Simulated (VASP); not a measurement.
# Pt (Fm-3m) in VASP: single point with PBE

Aim: the single point of Pt with PBE.

Everything below comes from runs of VASP 6.6.1. Logs are shortened: lines on timing, memory, paths and dates and some standing lists are left out, and cuts for length are marked.

### Step 1. The cell of the first run

The structure is cubic, space group Fm-3m (No. 225). Conventional cell: a = 3.806 Å, b = 3.806 Å, c = 3.806 Å, α = 90.00°, β = 90.00°, γ = 90.00°. Pt (site symmetry m-3m) has 12 Pt at 2.69 Å within 3.5 Å.

### Step 2. Single point, PBE (Os replaced by Pt, lengths x 0.967, strained)

INCAR reads:

```
SYSTEM = Pt
PREC = Accurate
ENCUT = 520
EDIFF = 1E-6
ISMEAR = 0
SIGMA = 0.1
LREAL = .FALSE.
LASPH = .TRUE.
NELM = 60
ALGO = Fast
ISIF = 2
LWAVE = .FALSE.
LCHARG = .TRUE.
GGA = PE
LELF = .TRUE.
LVHAR = .TRUE.
NBANDS = 11
```

KPOINTS reads:

```
regular mesh
0
G
  18 18 18
  0 0 0
```

POSCAR reads:

```
Pt
1.0
    0.0000000000      1.9028602783      1.9028602783
    1.9028602783      0.0000000000      1.9028602783
    1.9028602783      1.9028602783      0.0000000000
Pt
1
Direct
    0.0000000000      0.0000000000      0.0000000000
```

Potentials or basis: VASP PAW PBE potentials, release 64 (Pt).

On the command line:

```console
> cat potpaw_PBE.64/Pt/POTCAR > POTCAR
> mpirun -np 1 vasp_std > vasp.out
```

OUTCAR:

```text
SYSTEM = Pt
   PREC = Accurate
   ENCUT = 520
   EDIFF = 1E-6
   ISMEAR = 0
   LREAL = .FALSE.
   LASPH = .TRUE.
   NELM = 60
   ISIF = 2
   GGA = PE

 ion  position               nearest neighbor table
   1  0.000  0.000  0.000-

  LATTYP: Found a face centered cubic cell.
 ALAT       =     3.8057205566

  Lattice vectors:

 A1 = (   0.0000000000,   1.9028602783,   1.9028602783)
 A2 = (   1.9028602783,   0.0000000000,   1.9028602783)
 A3 = (   1.9028602783,   1.9028602783,   0.0000000000)

Analysis of symmetry for initial positions (statically):
=====================================================================
 Subroutine PRICEL returns:
 Original cell was already a primitive cell.

 Routine SETGRP: Setting up the symmetry group for a
 face centered cubic supercell.

 Subroutine GETGRP returns: Found 48 space group operations
 (whereof 48 operations were pure point group operations)
 out of a pool of 48 trial point group operations.

The static configuration has the point symmetry O_h .

Analysis of symmetry for dynamics (positions and initial velocities):
=====================================================================
 Subroutine PRICEL returns:
 Original cell was already a primitive cell.

 Routine SETGRP: Setting up the symmetry group for a
 face centered cubic supercell.

 Subroutine GETGRP returns: Found 48 space group operations
 (whereof 48 operations were pure point group operations)
 out of a pool of 48 trial point group operations.

The dynamic configuration has the point symmetry O_h .

 Subroutine INISYM returns: Found 48 space group operations
 (whereof 48 operations are pure point group operations),
 and found     1 'primitive' translations

----------------------------------------------------------------------------------------

                                     Primitive cell

  volume of cell :      13.7800

  direct lattice vectors                    reciprocal lattice vectors
     0.000000000  1.902860278  1.902860278    -0.262762330  0.262762330  0.262762330
     1.902860278  0.000000000  1.902860278     0.262762330 -0.262762330  0.262762330
     1.902860278  1.902860278  0.000000000     0.262762330  0.262762330 -0.262762330

  length of vectors
     2.691050813  2.691050813  2.691050813     0.455117706  0.455117706  0.455117706

  position of ions in fractional coordinates (direct lattice)
     0.000000000  0.000000000  0.000000000

  ion indices of the primitive-cell ions
   primitive index   ion index
                 1           1

----------------------------------------------------------------------------------------

 KPOINTS: regular mesh

Automatic generation of k-mesh.
 Grid dimensions read from file:
 generate k-points for:   18   18   18

 Generating k-lattice:

  Cartesian coordinates                     Fractional coordinates (reciprocal lattice)
    -0.014597907  0.014597907  0.014597907     0.055555556  0.000000000  0.000000000
     0.014597907 -0.014597907  0.014597907     0.000000000  0.055555556  0.000000000
     0.014597907  0.014597907 -0.014597907     0.000000000  0.000000000  0.055555556

  Length of vectors
     0.025284317  0.025284317  0.025284317

  Shift w.r.t. Gamma in fractional coordinates (k-lattice)
     0.000000000  0.000000000  0.000000000

 Subroutine IBZKPT returns following result:
 ===========================================

 Found    195 irreducible k-points:

 Following reciprocal coordinates:
            Coordinates               Weight
  0.000000  0.000000  0.000000      1.000000
  0.055556  0.000000  0.000000      8.000000
  0.111111  0.000000  0.000000      8.000000
  0.166667  0.000000  0.000000      8.000000
  0.222222  0.000000  0.000000      8.000000
  0.277778  0.000000  0.000000      8.000000
[... 16 lines left out ...]
 -0.277778  0.055556  0.000000     24.000000
 -0.222222  0.055556  0.000000     24.000000
 [... further k-points ...]
   k-points           NKPTS =    195   k-points in BZ     NKDIM =    195   number of bands    NBANDS=     11
   number of dos      NEDOS =    301   number of ions     NIONS =      1
   total plane-waves  NPLWV =   8000
   dimension x,y,z NGX =    20 NGY =   20 NGZ =   20
   dimension x,y,z NGXF=    40 NGYF=   40 NGZF=   40
   ions per type =               1
   NGX,Y,Z   is equivalent  to a cutoff of  12.36, 12.36, 12.36 a.u.
   NGXF,Y,Z  is equivalent  to a cutoff of  24.71, 24.71, 24.71 a.u.
 SYSTEM =  Pt
   PREC   = accura    normal or accurate (medium, high low for compatibility)
   ISTART =      0    job   : 0-new  1-cont  2-samecut
   ICHARG =      2    charge: 1-file 2-atom 10-const
   ISPIN  =      1    spin polarized calculation?
   LNONCOLLINEAR =      F non collinear calculations
   LSORBIT =      F    spin-orbit coupling
   LASPH  =      T    aspherical Exc in radial PAW
   ENCUT  =  520.0 eV  38.22 Ry    6.18 a.u.   5.00  5.00  5.00*2*pi/ulx,y,z
   NELM   =     60;   NELMIN=  2; NELMDL= -5     # of ELM steps
   EDIFF  = 0.1E-05   stopping-criterion for ELM
   LREAL  =      F    real-space projection
   EDIFFG = 0.1E-04   stopping-criterion for IOM
   NSW    =      0    number of steps for IOM
   IBRION =     -1    ionic relax: 0-MD 1-quasi-New 2-CG
   NFREE  =      0    steps in history (QN), initial steepest desc. (CG)
   ISIF   =      2    stress and relaxation
   ISYM   =      2    0-nonsym 1-usesym 2-fastsym
   POTIM  = 0.5000    time-step for ionic-motion
   TEBEG  =    0.0;   TEEND  =   0.0 temperature during run
   PSTRESS=    0.0 pullay stress
   NELECT =      10.0000    total number of electrons
   NUPDOWN=      -1.0000    fix difference up-down
   EMIN   =  10.00;   EMAX   =-10.00  energy-range for DOS
   EFERMI =   0.00;   METHOD = LEGACY
   ISMEAR =     0;   SIGMA  =   0.10  broadening in eV -4-tet -1-fermi 0-gaus
   EFERMI_NEDOS =   21; number of points for ismear=-14 and -15
   IALGO  =     68    algorithm
   IMIX   =      4    mixing-type and parameters
     AMIX     =   0.40;   BMIX     =  1.00
     AMIX_MAG =   1.60;   BMIX_MAG =  1.00
  volume/ion in A,a.u.               =      13.78        92.99
  Fermi-wavevector in a.u.,A,eV,Ry     =   1.471153  2.780077 29.446981  2.164292
  Thomas-Fermi vector in A             =   2.586324
   LORBIT       =      0    0 simple, 1 ext, 2 COOP (PROOUT), +10 PAW based schemes
   GGA     = PE    functional components
   LHFCALC =     F    Hartree Fock is set to
   AEXX    =    0.0000 exact exchange contribution
   IVDW    =     0    specifies the selected vdW correction
   LEPSILON=     F    determine dielectric tensor
   LRPA    =     F    only Hartree local field effects (RPA)
 non-spin polarized calculation
 RMM-DIIS sequential band-by-band and
 Gauss-broadening in eV      SIGMA  =   0.10
  energy-cutoff  :      520.00
  volume of cell :       13.78
 maximum number of plane-waves:       388
   NGX =  9   NGY =  9   NGZ =  9

 number of electron      10.0000000 magnetization

 Free energy of the ion-electron system (eV)
  ---------------------------------------------------
  ext. energy  EPLUGINS =         0.00000000
  ---------------------------------------------------
  free energy    TOTEN  =        -5.87955369 eV

  energy without entropy =       -5.87040910  energy(sigma->0) =       -5.87498139

 E-fermi :  13.1005     XC(G=0): -14.0386

 val. band max:       13.0998415855   @ k =  -0.3889   0.3889   0.1667
 cond. band min:      13.1054009906   @ k =  -0.3333   0.3889   0.1111
 fundamental gap:      0.0055594051
 Fermi energy:        13.1004621588

 k-point     1 :       0.0000    0.0000    0.0000
  band No.  band energies     occupation
      1       1.8172      2.00000
      2       8.7070      2.00000
      3       8.7070      2.00000
      4       8.7070      2.00000
      5      11.2066      2.00000
      6      11.2066      2.00000
      7      27.4187      0.00000
      8      32.9059      0.00000
      9      32.9059      0.00000
     10      32.9059      0.00000
     11      38.5923      0.00000

 k-point     2 :       0.0556    0.0000    0.0000
  band No.  band energies     occupation
      1       1.9536      2.00000
      2       8.6403      2.00000
      3       8.7638      2.00000
      4       8.7638      2.00000
      5      11.1718      2.00000
      6      11.1718      2.00000
      7      27.6461      0.00000
      8      32.2278      0.00000
      9      33.1281      0.00000
     10      33.1281      0.00000
     11      39.3948      0.00000

 k-point     3 :       0.1111    0.0000    0.0000
  band No.  band energies     occupation
      1       2.3493      2.00000
      2       8.4698      2.00000
      3       8.9125      2.00000
      4       8.9125      2.00000
      5      11.0964      2.00000
      6      11.0964      2.00000
      7      28.2713      0.00000
      8      30.8209      0.00000
      9      33.7765      0.00000
     10      33.7765      0.00000
     11      40.6636      0.00000

 k-point     4 :       0.1667    0.0000    0.0000
  band No.  band energies     occupation
      1       2.9563      2.00000
      2       8.2820      2.00000
      3       9.0796      2.00000
      4       9.0796      2.00000
      5      11.0714      2.00000
      6      11.0714      2.00000
      7      29.0212      0.00000
      8      29.3361      0.00000
      9      34.7979      0.00000
     10      34.7979      0.00000
     11      39.3219      0.00000

 k-point     5 :       0.2222    0.0000    0.0000
  band No.  band energies     occupation
      1       3.6682      2.00000
      2       8.2221      2.00000
      3       9.1501      2.00000
      4       9.1501      2.00000
      5      11.2264      2.00000
      6      11.2264      2.00000
      7      27.6349      0.00000
      8      29.6992      0.00000
      9      36.0830      0.00000
     10      36.0830      0.00000
     11      37.6950      0.00000
[... 211 lines left out ...]
 k-point    21 :      -0.3889    0.0556    0.0000
  band No.  band energies     occupation
      1       4.8867      2.00000
      2       8.6520      2.00000
      3       8.7948      2.00000
      4      10.5153      2.00000
      5      12.5532      2.00000
      6      13.4262      0.00000
      7      21.4881      0.00000
      8      27.6834      0.00000
      9      32.7209      0.00000
     10      34.0288      0.00000
     11      40.6584      0.00000

 k-point    22 :      -0.3333    0.0556    0.0000
  band No.  band energies     occupation
      1       4.8289      2.00000
      2       8.8059      2.00000
      3       8.9346      2.00000
      4       9.4247      2.00000
      5      11.9896      2.00000
      6      12.8558      1.99946
      7      23.4551      0.00000
      8      28.3780      0.00000
      9      33.6234      0.00000
     10      35.6370      0.00000
     11      38.6773      0.00000

 k-point    23 :      -0.2778    0.0556    0.0000
  band No.  band energies     occupation
      1       4.5675      2.00000
      2       8.5241      2.00000
      3       9.0178      2.00000
      4       9.1039      2.00000
      5      11.4109      2.00000
      6      12.2704      2.00000
      7      25.4252      0.00000
      8      29.2822      0.00000
      9      34.7120      0.00000
     10      36.8856      0.00000
     11      37.6691      0.00000

 k-point    24 :      -0.2222    0.0556    0.0000
  band No.  band energies     occupation
      1       4.0138      2.00000
      2       8.1389      2.00000
      3       9.1484      2.00000
      4       9.2263      2.00000
      5      10.9580      2.00000
      6      11.7577      2.00000
      7      27.1937      0.00000
      8      29.8650      0.00000
      9      35.0715      0.00000
     10      36.3361      0.00000
     11      37.5517      0.00000

 [... further k-points ...]

------------------------ aborting loop because EDIFF is reached ----------------------------------------

  FORCE on cell =-STRESS in cart. coord.  units (eV):
  Direction    XX          YY          ZZ          XY          YZ          ZX
  --------------------------------------------------------------------------------------
  -------------------------------------------------------------------------------------
  Total        3.7588387      3.7588387      3.7588387     -0.0000000      0.0000000      0.0000000
  in kB      437.0323390    437.0323390    437.0323390     -0.0000000      0.0000000      0.0000000
  external PRESSURE =     437.0323390 kB  Pullay stress =       0.0000000 kB

 VOLUME and BASIS-vectors are now :
 -----------------------------------------------------------------------------
  energy-cutoff  :      520.00
  volume of cell :       13.78
      direct lattice vectors                 reciprocal lattice vectors
     0.000000000  1.902860278  1.902860278    -0.262762330  0.262762330  0.262762330
     1.902860278  0.000000000  1.902860278     0.262762330 -0.262762330  0.262762330
     1.902860278  1.902860278  0.000000000     0.262762330  0.262762330 -0.262762330

 POSITION                                       TOTAL-FORCE (eV/Angst)
 -----------------------------------------------------------------------------------
      0.00000      0.00000      0.00000         0.000000      0.000000      0.000000
 -----------------------------------------------------------------------------------
    total drift:                                0.000000     -0.000000     -0.000000

  FREE ENERGIE OF THE ION-ELECTRON SYSTEM (eV)
  ---------------------------------------------------
  free  energy   TOTEN  =        -5.8795536923 eV

  energy  without entropy=       -5.8704090963  energy(sigma->0) =       -5.87498139
```

Run time: 28 s. Hardware: 1 thread of Intel Xeon 8259CL, shared host; peak memory 0.15 GiB.

Results:

```
Free energy            : -5.8796 eV
Pressure               : 43.7 GPa
Band gap on the k mesh : zero (bands 5 and 6 overlap by 2.62 eV)
```

Levels at points of the mesh, in eV from the Fermi level:
| k point | band 3 | band 4 | band 5 | band 6 | band 7 | band 8 |
| --- | --- | --- | --- | --- | --- | --- |
| (0.00, 0.00, 0.00) | -4.39 | -4.39 | -1.89 | -1.89 | 14.32 | 19.81 |
| (0.50, 0.00, 0.00) | -4.48 | -0.86 | 0.05 | 0.05 | 6.58 | 13.92 |
| (0.50, 0.50, 0.00) | 0.02 | 0.59 | 0.59 | 1.61 | 9.92 | 11.67 |

Caveat: the cell differs from its parent crystal (Os replaced by Pt, lengths x 0.967, strained); the cell stands under pressure; spin-orbit coupling is left out, which moves the levels of the heavy elements.
